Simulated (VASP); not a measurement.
Wanted: the native input for a VASP 6.6.1 run.

```yaml
Task: single point
Functional: LDA
Potentials_or_basis: VASP PAW LDA potentials, release 64 (Ge_d)
Cutoff: 520 eV
k_mesh: 4 × 4 × 4
Occupations: methfessel-paxton, width 0.1 eV
Spin: no spin polarisation
Dipole_correction: no
Further_INCAR_settings: ALGO = Normal; EDIFF = 1e-06; NBANDS = 13
```

The structure of Ge lies in POSCAR:

```
Ge
1.0
    1.3971490000     -2.6005160000      0.0000000000
    1.3971490000      2.6005160000      0.0000000000
    0.0000000000      0.0000000000      2.6982310000
Ge
1
Direct
    0.5000000000      0.5000000000      0.0000000000
```

The input as run:

INCAR

```
SYSTEM = Ge
PREC = Accurate
ENCUT = 520
EDIFF = 1E-6
ISMEAR = 1
SIGMA = 0.1
LREAL = .FALSE.
LASPH = .TRUE.
NELM = 60
ALGO = Normal
ISIF = 2
LWAVE = .FALSE.
LCHARG = .FALSE.
NBANDS = 13
```

KPOINTS

```
Automatic mesh
0
G
  4 4 4
  0 0 0
```

Potentials or basis: VASP PAW LDA potentials, release 64 (Ge_d).

Command:

```sh
$ cat potpaw_LDA.64/Ge_d/POTCAR > POTCAR
$ mpirun -np 1 vasp_std > vasp.out
```

Results of the run:

| Quantity | Value |
| --- | --- |
| Pressure | -4.0 GPa |
| Band gap on the k mesh | zero (band 7 reaches 12.53 eV, above the bottom of band 8 at 3.69 eV) |

Caveat: the k points lie up to 0.64 Å⁻¹ apart.

Wall time 4.8 s on 1 thread of AMD EPYC 9R45 (Zen 5) (shared host), peak memory 0.09 GiB.
